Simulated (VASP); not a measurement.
# CuI (zincblende type) (F-43m) in VASP: further runs, part 2 of 3

VASP 6.6.1. Earlier steps stand in the parts before.

### Step 3. Electric field gradients, PBE

This run uses another cell than the first one, of 28.08 Å³/atom.

The input, INCAR:

```
ALGO = Normal
EDIFF = 1E-8
ENCUT = 520
GGA = PE
ISIF = 2
ISMEAR = -1
LASPH = T
LCHARG = F
LEFG = T
LREAL = F
LWAVE = F
NBANDS = 16
NELM = 80
PREC = Accurate
SIGMA = 0.05
```

The input, KPOINTS:

```
k-points
0
Gamma
  12 12 12
```

The input, POSCAR:

```
CuI
1.0
    0.0000000000      3.0395165369      3.0395165369
    3.0395165369      0.0000000000      3.0395165369
    3.0395165369      3.0395165369      0.0000000000
Cu I
1 1
Direct
    0.0000000000      0.0000000000      0.0000000000
    0.2500000000      0.2500000000      0.2500000000
```

Potentials or basis: VASP PAW PBE potentials, release 64 (Cu, I).

Command:

```sh
$ cat potpaw_PBE.64/Cu/POTCAR potpaw_PBE.64/I/POTCAR > POTCAR
$ mpirun -np 1 vasp_std > vasp.out
```

OUTCAR:

```text
EDIFF = 1E-8
   ENCUT = 520
   GGA = PE
   ISIF = 2
   ISMEAR = -1
   LASPH = T
   LREAL = F
   NELM = 80
   PREC = Accurate

 ion  position               nearest neighbor table
   1  0.000  0.000  0.000-   2 2.63   2 2.63   2 2.63   2 2.63
   2  0.250  0.250  0.250-   1 2.63   1 2.63   1 2.63   1 2.63

  LATTYP: Found a face centered cubic cell.
 ALAT       =     6.0790330738

  Lattice vectors:

 A1 = (   0.0000000000,   3.0395165369,   3.0395165369)
 A2 = (   3.0395165369,   0.0000000000,   3.0395165369)
 A3 = (   3.0395165369,   3.0395165369,   0.0000000000)

Analysis of symmetry for initial positions (statically):
=====================================================================
 Subroutine PRICEL returns:
 Original cell was already a primitive cell.

 Routine SETGRP: Setting up the symmetry group for a
 face centered cubic supercell.

 Subroutine GETGRP returns: Found 24 space group operations
 (whereof 24 operations were pure point group operations)
 out of a pool of 48 trial point group operations.

The static configuration has the point symmetry T_d .

Analysis of symmetry for dynamics (positions and initial velocities):
=====================================================================
 Subroutine PRICEL returns:
 Original cell was already a primitive cell.

 Routine SETGRP: Setting up the symmetry group for a
 face centered cubic supercell.

 Subroutine GETGRP returns: Found 24 space group operations
 (whereof 24 operations were pure point group operations)
 out of a pool of 48 trial point group operations.

[... 157 lines left out ...]
      2       0.7417      2.00000
      3       0.7417      2.00000
      4       0.7417      2.00000
      5       2.5261      2.00000
      6       2.5261      2.00000
[... 433 lines left out ...]
      3       0.3735      2.00000
      4       0.7531      2.00000
      5       2.4924      2.00000
      6       2.5336      2.00000
[... 8 lines left out ...]
     15      14.1395      0.00000
     16      14.9135      0.00000

 [... further k-points ...]

------------------------ aborting loop because EDIFF is reached ----------------------------------------

  FORCE on cell =-STRESS in cart. coord.  units (eV):
  Direction    XX          YY          ZZ          XY          YZ          ZX
  --------------------------------------------------------------------------------------
  -------------------------------------------------------------------------------------
  Total        0.0137542      0.0137542      0.0137542     -0.0000000      0.0000000     -0.0000000
  in kB        0.3923771      0.3923771      0.3923771     -0.0000000      0.0000000     -0.0000000
  external PRESSURE =       0.3923771 kB  Pullay stress =       0.0000000 kB

 VOLUME and BASIS-vectors are now :
 -----------------------------------------------------------------------------
  energy-cutoff  :      520.00
  volume of cell :       56.16
      direct lattice vectors                 reciprocal lattice vectors
     0.000000000  3.039516537  3.039516537    -0.164499845  0.164499845  0.164499845
     3.039516537  0.000000000  3.039516537     0.164499845 -0.164499845  0.164499845
     3.039516537  3.039516537  0.000000000     0.164499845  0.164499845 -0.164499845

 POSITION                                       TOTAL-FORCE (eV/Angst)
 -----------------------------------------------------------------------------------
      0.00000      0.00000      0.00000        -0.000000     -0.000000     -0.000000
      1.51976      1.51976      1.51976         0.000000      0.000000      0.000000
 -----------------------------------------------------------------------------------
    total drift:                               -0.000001     -0.000001     -0.000001

  FREE ENERGIE OF THE ION-ELECTRON SYSTEM (eV)
  ---------------------------------------------------
  free  energy   TOTEN  =        -5.5628504890 eV

  energy  without entropy=       -5.5628504158  energy(sigma->0) =       -5.56285045

 Electric field gradients (V/A^2)
---------------------------------------------------------------------
 ion       V_xx      V_yy      V_zz      V_xy      V_xz      V_yz
---------------------------------------------------------------------
   1      -0.000     0.000    -0.000    -0.002    -0.002    -0.002
   2      -0.000     0.000     0.000     0.000     0.000     0.000
---------------------------------------------------------------------

 Electric field gradients after diagonalization (V/A^2)
 (convention: |V_zz| > |V_xx| > |V_yy|)
----------------------------------------------------------------------
 ion       V_xx      V_yy      V_zz     asymmetry (V_yy - V_xx)/ V_zz
----------------------------------------------------------------------
   1       0.002     0.002    -0.003       0.000
   2      -0.000    -0.000     0.001       0.000
----------------------------------------------------------------------

           NMR quadrupolar parameters

 Cq : quadrupolar parameter    Cq=e*Q*V_zz/h
 eta: asymmetry parameters     (V_yy - V_xx)/ V_zz
 Q  : nuclear electric quadrupole moment in mb (millibarn)
----------------------------------------------------------------------
 ion       Cq(MHz)       eta       Q (mb)
----------------------------------------------------------------------
   1      -0.000       0.000       1.000
   2       0.000       0.000       1.000
----------------------------------------------------------------------
```

It took 1.7 min on 1 thread of Intel Xeon 8259CL, shared host; peak memory 0.22 GiB.

What came out:

```
Free energy                             : -5.5629 eV
Pressure                                : 0.0 GPa
Band gap on the k mesh                  : 1.12 eV
Largest electric field gradient by atom : zero within the noise of the run
```

Caveat: spin-orbit coupling is left out, which moves the levels of the heavy elements.

### Step 4. Electric field gradients, PBE (28.64 Å³/atom)

This run uses another cell than the first one, of 28.64 Å³/atom.

The input, INCAR:

```
  PREC = Accurate
  ENCUT = 520
  EDIFF = 1E-8
  ISMEAR = -1
  SIGMA = 0.05
  LREAL = False
  LASPH = True
  NELM = 100
  ALGO = Normal
  ISIF = 2
  LWAVE = False
  LCHARG = False
  GGA = PE
  LEFG = True
  NBANDS = 16
```

The input, KPOINTS:

```
regular mesh
0
Gamma
  12 12 12
```

The input, POSCAR:

```
CuI
1.0
    0.0000000000      3.0596463721      3.0596463721
    3.0596463721      0.0000000000      3.0596463721
    3.0596463721      3.0596463721      0.0000000000
Cu I
1 1
Direct
    0.0000000000      0.0000000000      0.0000000000
    0.2500000000      0.2500000000      0.2500000000
```

Potentials or basis: VASP PAW PBE potentials, release 64 (Cu, I).

Command:

```sh
$ cat potpaw_PBE.64/Cu/POTCAR potpaw_PBE.64/I/POTCAR > POTCAR
$ mpirun -np 1 vasp_std > vasp.out
```

OUTCAR:

```text
PREC = Accurate
   ENCUT = 520
   EDIFF = 1E-8
   ISMEAR = -1
   LREAL = False
   LASPH = True
   NELM = 100
   ISIF = 2
   GGA = PE

 ion  position               nearest neighbor table
   1  0.000  0.000  0.000-   2 2.65   2 2.65   2 2.65   2 2.65
   2  0.250  0.250  0.250-   1 2.65   1 2.65   1 2.65   1 2.65

  LATTYP: Found a face centered cubic cell.
 ALAT       =     6.1192927442

  Lattice vectors:

 A1 = (   0.0000000000,   3.0596463721,   3.0596463721)
 A2 = (   3.0596463721,   0.0000000000,   3.0596463721)
 A3 = (   3.0596463721,   3.0596463721,   0.0000000000)

Analysis of symmetry for initial positions (statically):
=====================================================================
 Subroutine PRICEL returns:
 Original cell was already a primitive cell.

 Routine SETGRP: Setting up the symmetry group for a
 face centered cubic supercell.

 Subroutine GETGRP returns: Found 24 space group operations
[... 642 lines left out ...]
  volume of cell :       57.29
      direct lattice vectors                 reciprocal lattice vectors
     0.000000000  3.059646372  3.059646372    -0.163417578  0.163417578  0.163417578
     3.059646372  0.000000000  3.059646372     0.163417578 -0.163417578  0.163417578
     3.059646372  3.059646372  0.000000000     0.163417578  0.163417578 -0.163417578

 POSITION                                       TOTAL-FORCE (eV/Angst)
 -----------------------------------------------------------------------------------
      0.00000      0.00000      0.00000         0.000000      0.000000     -0.000000
      1.52982      1.52982      1.52982        -0.000000     -0.000000      0.000000
 -----------------------------------------------------------------------------------
    total drift:                               -0.000001     -0.000001     -0.000001

  FREE ENERGIE OF THE ION-ELECTRON SYSTEM (eV)
  ---------------------------------------------------
  free  energy   TOTEN  =        -5.5606158791 eV

  energy  without entropy=       -5.5606157586  energy(sigma->0) =       -5.56061582

 Electric field gradients (V/A^2)
---------------------------------------------------------------------
 ion       V_xx      V_yy      V_zz      V_xy      V_xz      V_yz
---------------------------------------------------------------------
   1      -0.000     0.000    -0.000    -0.003    -0.003    -0.003
   2      -0.000    -0.000     0.000     0.000     0.000     0.000
---------------------------------------------------------------------

 Electric field gradients after diagonalization (V/A^2)
 (convention: |V_zz| > |V_xx| > |V_yy|)
----------------------------------------------------------------------
 ion       V_xx      V_yy      V_zz     asymmetry (V_yy - V_xx)/ V_zz
----------------------------------------------------------------------
   1       0.003     0.003    -0.006       0.000
   2      -0.000    -0.000     0.001       0.000
----------------------------------------------------------------------

           NMR quadrupolar parameters

 Cq : quadrupolar parameter    Cq=e*Q*V_zz/h
 eta: asymmetry parameters     (V_yy - V_xx)/ V_zz
 Q  : nuclear electric quadrupole moment in mb (millibarn)
----------------------------------------------------------------------
 ion       Cq(MHz)       eta       Q (mb)
----------------------------------------------------------------------
   1      -0.000       0.000       1.000
   2       0.000       0.000       1.000
----------------------------------------------------------------------
```

OSZICAR:

```text
N       E                     dE             d eps       ncg     rms          rms(c)
DAV:   1     0.100410592744E+03    0.10041E+03   -0.78711E+03  2304   0.121E+03
DAV:   2     0.108761200719E+01   -0.99323E+02   -0.90431E+02  2440   0.225E+02
DAV:   3    -0.554486112632E+01   -0.66325E+01   -0.65469E+01  3032   0.639E+01
DAV:   4    -0.575947060472E+01   -0.21461E+00   -0.21454E+00  3192   0.105E+01
DAV:   5    -0.576246724998E+01   -0.29966E-02   -0.29966E-02  3232   0.123E+00    0.504E+00
DAV:   6    -0.569155382789E+01    0.70913E-01   -0.24814E+00  2472   0.416E+01    0.326E+00
DAV:   7    -0.556102786246E+01    0.13053E+00   -0.59395E-01  2472   0.249E+01    0.162E+00
DAV:   8    -0.556241734928E+01   -0.13895E-02   -0.31288E-02  3672   0.240E+00    0.413E-01
DAV:   9    -0.556043321953E+01    0.19841E-02   -0.79073E-03  2912   0.257E+00    0.120E-01
DAV:  10    -0.556061011779E+01   -0.17690E-03   -0.51647E-04  2848   0.160E-01    0.359E-02
DAV:  11    -0.556061484297E+01   -0.47252E-05   -0.12662E-04  3024   0.308E-01    0.255E-02
DAV:  12    -0.556061589200E+01   -0.10490E-05   -0.11023E-05  3512   0.312E-02    0.207E-02
DAV:  13    -0.556061504474E+01    0.84725E-06   -0.81122E-06  2984   0.864E-02    0.633E-03
DAV:  14    -0.556061590291E+01   -0.85817E-06   -0.19705E-06  3792   0.143E-02    0.552E-03
DAV:  15    -0.556061578140E+01    0.12151E-06   -0.19655E-07  3312   0.131E-02    0.225E-03
DAV:  16    -0.556061585091E+01   -0.69509E-07   -0.11200E-07  3752   0.627E-03    0.700E-04
DAV:  17    -0.556061586939E+01   -0.18479E-07   -0.38033E-09  1656   0.849E-04    0.328E-04
DAV:  18    -0.556061587914E+01   -0.97523E-08   -0.23021E-09  1560   0.471E-04
   1 F= -.55606159E+01 E0= -.55606158E+01  d E =-.120570E-06
```

Wall time 86 s (1 thread of Intel Xeon 8259CL, shared host); peak memory 0.22 GiB.

Results:

| Property | Result |
| --- | --- |
| Free energy | -5.5606 eV |
| Pressure | -0.7 GPa |
| Band gap on the k mesh | 1.07 eV |
| Largest electric field gradient by atom | zero within the noise of the run |

Caveat: spin-orbit coupling is left out, which moves the levels of the heavy elements.

### Step 5. Electric field gradients, PBE (29.77 Å³/atom)

This run uses another cell than the first one, of 29.77 Å³/atom.

The input, INCAR:

```
  PREC = Accurate
  ENCUT = 520
  EDIFF = 1E-8
  ISMEAR = -1
  SIGMA = 0.05
  LREAL = F
  LASPH = T
  NELM = 60
  ALGO = Normal
  ISIF = 2
  LWAVE = F
  LCHARG = F
  GGA = PE
  LEFG = T
  NBANDS = 16
```

The input, KPOINTS:

```
Automatic mesh
0
Gamma
  12 12 12
```

The input, POSCAR:

```
CuI
1.0
    0.0000000000      3.0991300350      3.0991300350
    3.0991300350      0.0000000000      3.0991300350
    3.0991300350      3.0991300350      0.0000000000
Cu I
1 1
Direct
    0.0000000000      0.0000000000      0.0000000000
    0.2500000000      0.2500000000      0.2500000000
```

Potentials or basis: VASP PAW PBE potentials, release 64 (Cu, I).

Command:

```sh
$ cat potpaw_PBE.64/Cu/POTCAR potpaw_PBE.64/I/POTCAR > POTCAR
$ mpirun -np 1 vasp_std > vasp.out
```

OUTCAR:

```text
PREC = Accurate
   ENCUT = 520
   EDIFF = 1E-8
   ISMEAR = -1
   LREAL = F
   LASPH = T
   NELM = 60
   ISIF = 2
   GGA = PE

 ion  position               nearest neighbor table
   1  0.000  0.000  0.000-   2 2.68   2 2.68   2 2.68   2 2.68
   2  0.250  0.250  0.250-   1 2.68   1 2.68   1 2.68   1 2.68

  LATTYP: Found a face centered cubic cell.
 ALAT       =     6.1982600700

  Lattice vectors:

 A1 = (   0.0000000000,   3.0991300350,   3.0991300350)
 A2 = (   3.0991300350,   0.0000000000,   3.0991300350)
 A3 = (   3.0991300350,   3.0991300350,   0.0000000000)

[... 667 lines left out ...]
  free  energy   TOTEN  =        -5.5421764270 eV

  energy  without entropy=       -5.5421761260  energy(sigma->0) =       -5.54217628

 Electric field gradients (V/A^2)
---------------------------------------------------------------------
 ion       V_xx      V_yy      V_zz      V_xy      V_xz      V_yz
---------------------------------------------------------------------
   1      -0.000     0.000    -0.000    -0.004    -0.004    -0.004
   2       0.000     0.000    -0.000     0.000     0.000     0.000
---------------------------------------------------------------------

 Electric field gradients after diagonalization (V/A^2)
 (convention: |V_zz| > |V_xx| > |V_yy|)
----------------------------------------------------------------------
 ion       V_xx      V_yy      V_zz     asymmetry (V_yy - V_xx)/ V_zz
----------------------------------------------------------------------
   1       0.004     0.004    -0.008       0.000
   2      -0.000    -0.000     0.000       0.000
----------------------------------------------------------------------

           NMR quadrupolar parameters

 Cq : quadrupolar parameter    Cq=e*Q*V_zz/h
 eta: asymmetry parameters     (V_yy - V_xx)/ V_zz
 Q  : nuclear electric quadrupole moment in mb (millibarn)
----------------------------------------------------------------------
 ion       Cq(MHz)       eta       Q (mb)
----------------------------------------------------------------------
   1      -0.000       0.000       1.000
   2       0.000       0.000       1.000
----------------------------------------------------------------------
```

OSZICAR:

```text
N       E                     dE             d eps       ncg     rms          rms(c)
DAV:   1     0.101222893989E+03    0.10122E+03   -0.76715E+03  2304   0.117E+03
DAV:   2     0.110097183527E+01   -0.10012E+03   -0.91195E+02  2416   0.222E+02
DAV:   3    -0.550898939565E+01   -0.66100E+01   -0.65267E+01  3072   0.643E+01
DAV:   4    -0.572029931047E+01   -0.21131E+00   -0.21126E+00  3144   0.103E+01
DAV:   5    -0.572420172186E+01   -0.39024E-02   -0.39024E-02  3288   0.135E+00    0.473E+00
DAV:   6    -0.565736361244E+01    0.66838E-01   -0.22537E+00  2392   0.388E+01    0.308E+00
DAV:   7    -0.554221422459E+01    0.11515E+00   -0.53839E-01  2488   0.231E+01    0.152E+00
DAV:   8    -0.554368590230E+01   -0.14717E-02   -0.28125E-02  3688   0.224E+00    0.386E-01
DAV:   9    -0.554199754337E+01    0.16884E-02   -0.70237E-03  2864   0.238E+00    0.111E-01
DAV:  10    -0.554216761272E+01   -0.17007E-03   -0.47349E-04  2848   0.143E-01    0.279E-02
DAV:  11    -0.554217423172E+01   -0.66190E-05   -0.72091E-05  3008   0.226E-01    0.197E-02
DAV:  12    -0.554217609041E+01   -0.18587E-05   -0.65434E-06  3400   0.324E-02    0.102E-02
DAV:  13    -0.554217639090E+01   -0.30049E-06   -0.74609E-06  2992   0.762E-02    0.388E-03
DAV:  14    -0.554217648741E+01   -0.96505E-07   -0.76637E-07  3624   0.174E-02    0.264E-03
DAV:  15    -0.554217638944E+01    0.97968E-07   -0.99149E-08  3640   0.753E-03    0.661E-04
DAV:  16    -0.554217642471E+01   -0.35273E-07   -0.16955E-08  2840   0.199E-03    0.141E-04
DAV:  17    -0.554217642697E+01   -0.22574E-08   -0.37712E-09  1608   0.499E-04
   1 F= -.55421764E+01 E0= -.55421763E+01  d E =-.300941E-06
```

Wall time 2.7 min (1 thread of Intel Xeon 8259CL, shared host); peak memory 0.25 GiB.

Results:

```yaml
Free_energy: -5.5422 eV
Pressure: -1.9 GPa
Band_gap_on_the_k_mesh: 0.98 eV
Largest_electric_field_gradient_by_atom: zero within the noise of the run
```

Caveat: spin-orbit coupling is left out, which moves the levels of the heavy elements.

(Continued in part 3 of 3.)
